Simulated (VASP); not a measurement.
# SrTe (Fm-3m) in VASP: settings compared

SrTe is run at these levels: PBE, LDA; tasks: single point.

All numbers are computed with VASP 6.6.1; they aren't measurements. Logs are shortened: lines on timing, memory, paths and dates and some standing lists are left out, and cuts for length are marked.

### 1 The cell of the first run

Symmetry: Fm-3m, No. 225, cubic system. The conventional cell has a = 6.705 Å, b = 6.705 Å, c = 6.705 Å, α = 90.00°, β = 90.00°, γ = 90.00°. Sr (site symmetry m-3m) has 6 Te at 3.35 Å within 4.4 Å. Within 4.4 Å of Te (site symmetry m-3m) lie 6 Sr at 3.35 Å.

### 2 Single point, PBE

INCAR reads:

```
ALGO     = Normal         # electronic algorithm
EDIFF    = 1E-6           # SCF threshold, eV
ENCUT    = 500            # plane-wave cutoff, eV
GGA      = PE             # functional
GGA_COMPAT= False        
ISIF     = 2              # what is computed and relaxed
ISMEAR   = 0              # smearing method
LASPH    = True           # aspherical terms in the spheres
LCHARG   = False          # write CHGCAR
LREAL    = False          # projectors in reciprocal space
LWAVE    = False          # write WAVECAR
NBANDS   = 15             # bands
NELM     = 120            # most SCF steps
PREC     = Accurate       # precision mode
SIGMA    = 0.01           # smearing width, eV
```

KPOINTS reads:

```
k-points
0
Gamma
  4 4 4
```

POSCAR reads:

```
SrTe
1.0
    0.0000000000      3.3526569095      3.3526569095
    3.3526569095      0.0000000000      3.3526569095
    3.3526569095      3.3526569095      0.0000000000
Sr Te
1 1
Direct
    0.0000000000      0.0000000000      0.0000000000
    0.5000000000      0.5000000000      0.5000000000
```

Potentials or basis: VASP PAW PBE potentials, release 64 (Sr_sv, Te).

Launch:

```console
cat potpaw_PBE.64/Sr_sv/POTCAR potpaw_PBE.64/Te/POTCAR > POTCAR
mpirun -np 1 vasp_std > vasp.out
```

OUTCAR:

```text
EDIFF = 1E-6
   ENCUT = 500
   GGA = PE
   ISIF = 2
   ISMEAR = 0
   LASPH = True
   LREAL = False
   NELM = 120
   PREC = Accurate

 ion  position               nearest neighbor table
   1  0.000  0.000  0.000-   2 3.35   2 3.35   2 3.35   2 3.35   2 3.35   2 3.35
   2  0.500  0.500  0.500-   1 3.35   1 3.35   1 3.35   1 3.35   1 3.35   1 3.35

  LATTYP: Found a face centered cubic cell.
 ALAT       =     6.7053138190

  Lattice vectors:

 A1 = (   0.0000000000,   3.3526569095,   3.3526569095)
 A2 = (   3.3526569095,   0.0000000000,   3.3526569095)
 A3 = (   3.3526569095,   3.3526569095,   0.0000000000)

Analysis of symmetry for initial positions (statically):
=====================================================================
 Subroutine PRICEL returns:
 Original cell was already a primitive cell.

 Routine SETGRP: Setting up the symmetry group for a
 face centered cubic supercell.

 Subroutine GETGRP returns: Found 48 space group operations
 (whereof 48 operations were pure point group operations)
 out of a pool of 48 trial point group operations.

The static configuration has the point symmetry O_h .

Analysis of symmetry for dynamics (positions and initial velocities):
=====================================================================
 Subroutine PRICEL returns:
 Original cell was already a primitive cell.

 Routine SETGRP: Setting up the symmetry group for a
 face centered cubic supercell.

 Subroutine GETGRP returns: Found 48 space group operations
 (whereof 48 operations were pure point group operations)
 out of a pool of 48 trial point group operations.

The dynamic configuration has the point symmetry O_h .

 Subroutine INISYM returns: Found 48 space group operations
 (whereof 48 operations are pure point group operations),
 and found     1 'primitive' translations

----------------------------------------------------------------------------------------

                                     Primitive cell

  volume of cell :      75.3698

  direct lattice vectors                    reciprocal lattice vectors
     0.000000000  3.352656909  3.352656909    -0.149135451  0.149135451  0.149135451
     3.352656909  0.000000000  3.352656909     0.149135451 -0.149135451  0.149135451
     3.352656909  3.352656909  0.000000000     0.149135451  0.149135451 -0.149135451

  length of vectors
     4.741372871  4.741372871  4.741372871     0.258310178  0.258310178  0.258310178

  position of ions in fractional coordinates (direct lattice)
     0.000000000  0.000000000  0.000000000
     0.500000000  0.500000000  0.500000000

  ion indices of the primitive-cell ions
   primitive index   ion index
                 1           1
                 2           2

----------------------------------------------------------------------------------------

 KPOINTS: k-points

Automatic generation of k-mesh.
 Grid dimensions read from file:
 generate k-points for:    4    4    4

 Generating k-lattice:

  Cartesian coordinates                     Fractional coordinates (reciprocal lattice)
    -0.037283863  0.037283863  0.037283863     0.250000000  0.000000000  0.000000000
     0.037283863 -0.037283863  0.037283863     0.000000000  0.250000000  0.000000000
     0.037283863  0.037283863 -0.037283863     0.000000000  0.000000000  0.250000000

  Length of vectors
     0.064577545  0.064577545  0.064577545

  Shift w.r.t. Gamma in fractional coordinates (k-lattice)
     0.000000000  0.000000000  0.000000000

 Subroutine IBZKPT returns following result:
 ===========================================

 Found      8 irreducible k-points:

 Following reciprocal coordinates:
            Coordinates               Weight
  0.000000  0.000000  0.000000      1.000000
  0.250000  0.000000  0.000000      8.000000
  0.500000  0.000000  0.000000      4.000000
  0.250000  0.250000  0.000000      6.000000
  0.500000  0.250000  0.000000     24.000000
 -0.250000  0.250000  0.000000     12.000000
  0.500000  0.500000  0.000000      3.000000
 -0.250000  0.500000  0.250000      6.000000
   k-points           NKPTS =      8   k-points in BZ     NKDIM =      8   number of bands    NBANDS=     15
   number of dos      NEDOS =    301   number of ions     NIONS =      2
   total plane-waves  NPLWV =  46656
   dimension x,y,z NGX =    36 NGY =   36 NGZ =   36
   dimension x,y,z NGXF=    72 NGYF=   72 NGZF=   72
   ions per type =               1   1
   NGX,Y,Z   is equivalent  to a cutoff of  12.62, 12.62, 12.62 a.u.
   NGXF,Y,Z  is equivalent  to a cutoff of  25.25, 25.25, 25.25 a.u.
 SYSTEM =  unknown system
   PREC   = accura    normal or accurate (medium, high low for compatibility)
   ISTART =      0    job   : 0-new  1-cont  2-samecut
   ICHARG =      2    charge: 1-file 2-atom 10-const
   ISPIN  =      1    spin polarized calculation?
   LNONCOLLINEAR =      F non collinear calculations
   LSORBIT =      F    spin-orbit coupling
   LASPH  =      T    aspherical Exc in radial PAW
   ENCUT  =  500.0 eV  36.75 Ry    6.06 a.u.   8.64  8.64  8.64*2*pi/ulx,y,z
   NELM   =    120;   NELMIN=  2; NELMDL= -5     # of ELM steps
   EDIFF  = 0.1E-05   stopping-criterion for ELM
   LREAL  =      F    real-space projection
   EDIFFG = 0.1E-04   stopping-criterion for IOM
   NSW    =      0    number of steps for IOM
   IBRION =     -1    ionic relax: 0-MD 1-quasi-New 2-CG
   NFREE  =      0    steps in history (QN), initial steepest desc. (CG)
   ISIF   =      2    stress and relaxation
   ISYM   =      2    0-nonsym 1-usesym 2-fastsym
   POTIM  = 0.5000    time-step for ionic-motion
   TEBEG  =    0.0;   TEEND  =   0.0 temperature during run
   PSTRESS=    0.0 pullay stress
   NELECT =      16.0000    total number of electrons
   NUPDOWN=      -1.0000    fix difference up-down
   EMIN   =  10.00;   EMAX   =-10.00  energy-range for DOS
   EFERMI =   0.00;   METHOD = LEGACY
   ISMEAR =     0;   SIGMA  =   0.01  broadening in eV -4-tet -1-fermi 0-gaus
   EFERMI_NEDOS =   21; number of points for ismear=-14 and -15
   IALGO  =     38    algorithm
   IMIX   =      4    mixing-type and parameters
     AMIX     =   0.40;   BMIX     =  1.00
     AMIX_MAG =   1.60;   BMIX_MAG =  1.00
  volume/ion in A,a.u.               =      37.68       254.31
  Fermi-wavevector in a.u.,A,eV,Ry     =   0.976598  1.845502 12.976463  0.953743
  Thomas-Fermi vector in A             =   2.107229
   LORBIT       =      0    0 simple, 1 ext, 2 COOP (PROOUT), +10 PAW based schemes
   GGA     = PE    functional components
   LHFCALC =     F    Hartree Fock is set to
   AEXX    =    0.0000 exact exchange contribution
   IVDW    =     0    specifies the selected vdW correction
   LEPSILON=     F    determine dielectric tensor
   LRPA    =     F    only Hartree local field effects (RPA)
 non-spin polarized calculation
 Gauss-broadening in eV      SIGMA  =   0.01
  energy-cutoff  :      500.00
  volume of cell :       75.37
 maximum number of plane-waves:      1924
 NGX is ok and might be reduce to    36
   NGX = 17   NGY = 17   NGZ = 17

 number of electron      16.0000000 magnetization

 Free energy of the ion-electron system (eV)
  ---------------------------------------------------
  ext. energy  EPLUGINS =         0.00000000
  ---------------------------------------------------
  free energy    TOTEN  =        -8.25442389 eV

  energy without entropy =       -8.25442389  energy(sigma->0) =       -8.25442389

 E-fermi :   2.8128     XC(G=0):  -8.4330

 val. band max:        2.7199560450   @ k =   0.0000   0.0000   0.0000
 cond. band min:       4.4580412482   @ k =   0.5000   0.5000   0.0000
 fundamental gap:      1.7380852032
 Fermi energy:         2.8128090853

 k-point     1 :       0.0000    0.0000    0.0000
  band No.  band energies     occupation
      1     -32.0272      2.00000
      2     -14.0134      2.00000
      3     -14.0134      2.00000
      4     -14.0134      2.00000
      5      -7.1953      2.00000
      6       2.7200      2.00000
      7       2.7200      2.00000
      8       2.7200      2.00000
      9       5.4816      0.00000
     10       5.9993      0.00000
     11       5.9993      0.00000
     12       5.9993      0.00000
     13       6.6245      0.00000
     14       6.6245      0.00000
     15      10.2123      0.00000

 k-point     2 :       0.2500    0.0000    0.0000
  band No.  band energies     occupation
      1     -32.0253      2.00000
      2     -14.0718      2.00000
      3     -14.0161      2.00000
      4     -14.0161      2.00000
      5      -6.9101      2.00000
      6       1.0152      2.00000
      7       2.0898      2.00000
      8       2.0898      2.00000
      9       5.9333      0.00000
     10       6.7201      0.00000
     11       6.7201      0.00000
     12       7.7820      0.00000
     13       8.0319      0.00000
     14       8.0319      0.00000
     15      10.9494      0.00000

 k-point     3 :       0.5000    0.0000    0.0000
  band No.  band energies     occupation
      1     -32.0234      2.00000
      2     -14.1282      2.00000
      3     -14.0188      2.00000
      4     -14.0188      2.00000
      5      -6.5924      2.00000
      6      -0.0549      2.00000
      7       1.6472      2.00000
      8       1.6472      2.00000
      9       6.5684      0.00000
     10       7.8350      0.00000
     11       8.0147      0.00000
     12       8.0147      0.00000
     13       9.3504      0.00000
     14       9.3504      0.00000
     15      10.4586      0.00000

 k-point     4 :       0.2500    0.2500    0.0000
  band No.  band energies     occupation
      1     -32.0246      2.00000
      2     -14.0604      2.00000
      3     -14.0291      2.00000
      4     -14.0291      2.00000
      5      -6.8961      2.00000
      6       0.9211      2.00000
      7       2.2306      2.00000
      8       2.2306      2.00000
      9       5.0634      0.00000
     10       6.5296      0.00000
     11       7.0157      0.00000
     12       7.7167      0.00000
     13       7.7167      0.00000
     14       9.8067      0.00000
     15      10.6976      0.00000

 k-point     5 :       0.5000    0.2500    0.0000
  band No.  band energies     occupation
      1     -32.0227      2.00000
      2     -14.0971      2.00000
      3     -14.0451      2.00000
      4     -14.0320      2.00000
      5      -6.6786      2.00000
      6       0.5368      2.00000
      7       1.4058      2.00000
      8       1.8101      2.00000
      9       5.6530      0.00000
     10       7.9359      0.00000
     11       8.0854      0.00000
     12       8.2128      0.00000
     13       8.3998      0.00000
     14       8.6990      0.00000
     15      10.4552      0.00000

 k-point     6 :      -0.2500    0.2500    0.0000
  band No.  band energies     occupation
      1     -32.0234      2.00000
      2     -14.0926      2.00000
      3     -14.0485      2.00000
      4     -14.0190      2.00000
      5      -6.6899      2.00000
      6       0.4668      2.00000
      7       1.5346      2.00000
      8       1.7035      2.00000
      9       6.9682      0.00000
     10       7.1873      0.00000
     11       7.2361      0.00000
     12       7.6011      0.00000
     13       8.3582      0.00000
     14      10.4183      0.00000
     15      10.6188      0.00000

 k-point     7 :       0.5000    0.5000    0.0000
  band No.  band energies     occupation
      1     -32.0220      2.00000
      2     -14.0914      2.00000
      3     -14.0450      2.00000
      4     -14.0450      2.00000
      5      -6.7620      2.00000
      6       0.7740      2.00000
      7       1.9909      2.00000
      8       1.9909      2.00000
      9       4.4580      0.00000
     10       6.5482      0.00000
     11       7.5047      0.00000
     12       8.7288      0.00000
     13       8.8038      0.00000
     14       8.8038      0.00000
     15      11.2389      0.00000

 k-point     8 :      -0.2500    0.5000    0.2500
  band No.  band energies     occupation
      1     -32.0221      2.00000
      2     -14.0681      2.00000
      3     -14.0681      2.00000
      4     -14.0522      2.00000
      5      -6.6681      2.00000
      6       1.1755      2.00000
      7       1.1755      2.00000
      8       1.2382      2.00000
      9       6.6345      0.00000
     10       6.6345      0.00000
     11       7.1340      0.00000
     12       8.3582      0.00000
     13       8.8140      0.00000
     14      10.2493      0.00000
     15      10.8342      0.00000

------------------------ aborting loop because EDIFF is reached ----------------------------------------

  FORCE on cell =-STRESS in cart. coord.  units (eV):
  Direction    XX          YY          ZZ          XY          YZ          ZX
  --------------------------------------------------------------------------------------
  -------------------------------------------------------------------------------------
  Total        0.1677860      0.1677860      0.1677860     -0.0000000      0.0000000      0.0000000
  in kB        3.5667201      3.5667201      3.5667201     -0.0000000      0.0000000      0.0000000
  external PRESSURE =       3.5667201 kB  Pullay stress =       0.0000000 kB

 VOLUME and BASIS-vectors are now :
 -----------------------------------------------------------------------------
  energy-cutoff  :      500.00
  volume of cell :       75.37
      direct lattice vectors                 reciprocal lattice vectors
     0.000000000  3.352656909  3.352656909    -0.149135451  0.149135451  0.149135451
     3.352656909  0.000000000  3.352656909     0.149135451 -0.149135451  0.149135451
     3.352656909  3.352656909  0.000000000     0.149135451  0.149135451 -0.149135451

 POSITION                                       TOTAL-FORCE (eV/Angst)
 -----------------------------------------------------------------------------------
      0.00000      0.00000      0.00000        -0.000000      0.000000     -0.000000
      3.35266      3.35266      3.35266         0.000000     -0.000000      0.000000
 -----------------------------------------------------------------------------------
    total drift:                                0.000000      0.000000      0.000000

  FREE ENERGIE OF THE ION-ELECTRON SYSTEM (eV)
  ---------------------------------------------------
  free  energy   TOTEN  =        -8.2544238912 eV

  energy  without entropy=       -8.2544238912  energy(sigma->0) =       -8.25442389
```

Run time: 12 s. Hardware: 1 thread of Intel Xeon 6975P-C, shared host; peak memory 0.2 GiB.

What came out:

- Free energy: -8.2544 eV
- Pressure: 0.4 GPa
- Band gap on the k mesh: 1.74 eV, indirect (least direct gap 2.47 eV)

Levels at points of the mesh, in eV from the valence-band top:
| k point | band 6 | band 7 | band 8 | band 9 | band 10 | band 11 |
| --- | --- | --- | --- | --- | --- | --- |
| (0.00, 0.00, 0.00) | 0.00 | 0.00 | 0.00 | 2.76 | 3.28 | 3.28 |
| (0.50, 0.00, 0.00) | -2.77 | -1.07 | -1.07 | 3.85 | 5.12 | 5.29 |
| (0.50, 0.50, 0.00) | -1.95 | -0.73 | -0.73 | 1.74 | 3.83 | 4.78 |

Caveat: spin-orbit coupling is left out, which moves the levels of the heavy elements.

### 3 Single point, LDA

This run uses another cell than the first one, of 34.77 Å³/atom, 0.923 times its volume.

INCAR reads:

```
SYSTEM = SrTe
  PREC = Accurate
  ENCUT = 500
  EDIFF = 1E-6
  ISMEAR = -1
  SIGMA = 0.02
  LREAL = .False.
  LASPH = .True.
  NELM = 120
  ALGO = Normal
  ISIF = 2
  LWAVE = .False.
  LCHARG = .False.
  GGA = CA
  NBANDS = 15
  GGA_COMPAT = .False.
```

KPOINTS reads:

```
Automatic mesh
0
Gamma
  6 6 6
  0 0 0
```

POSCAR reads:

```
SrTe
1.0
    0.0000000000      3.2638525179      3.2638525179
    3.2638525179      0.0000000000      3.2638525179
    3.2638525179      3.2638525179      0.0000000000
Sr Te
1 1
Direct
    0.0000000000      0.0000000000      0.0000000000
    0.5000000000      0.5000000000      0.5000000000
```

Potentials or basis: VASP PAW LDA potentials, release 64 (Sr_sv, Te).

Launch:

```console
cat potpaw_LDA.64/Sr_sv/POTCAR potpaw_LDA.64/Te/POTCAR > POTCAR
mpirun -np 1 vasp_std > vasp.out
```

Wall time 16 s (1 thread of Intel Xeon 6975P-C, shared host); peak memory 0.18 GiB.

It converged, with:

- Free energy: -9.2581 eV
- Pressure: 0.2 GPa
- Band gap on the k mesh: 1.40 eV, indirect (least direct gap 2.19 eV)

Levels at points of the mesh, in eV from the valence-band top:
```csv
k point,band 5,band 6,band 7,band 8,band 9,band 10,band 11,band 12
"(0.00, 0.00, 0.00)",-10.24,0.00,0.00,0.00,2.91,3.07,3.07,3.07
"(0.50, 0.00, 0.00)",-9.46,-3.11,-1.27,-1.27,3.83,5.12,5.29,5.29
"(0.50, 0.50, 0.00)",-9.73,-2.11,-0.79,-0.79,1.40,3.91,4.81,6.17
```

Caveat: spin-orbit coupling is left out, which moves the levels of the heavy elements. LDA gaps usually lie below the measured ones, often by a third to a half.
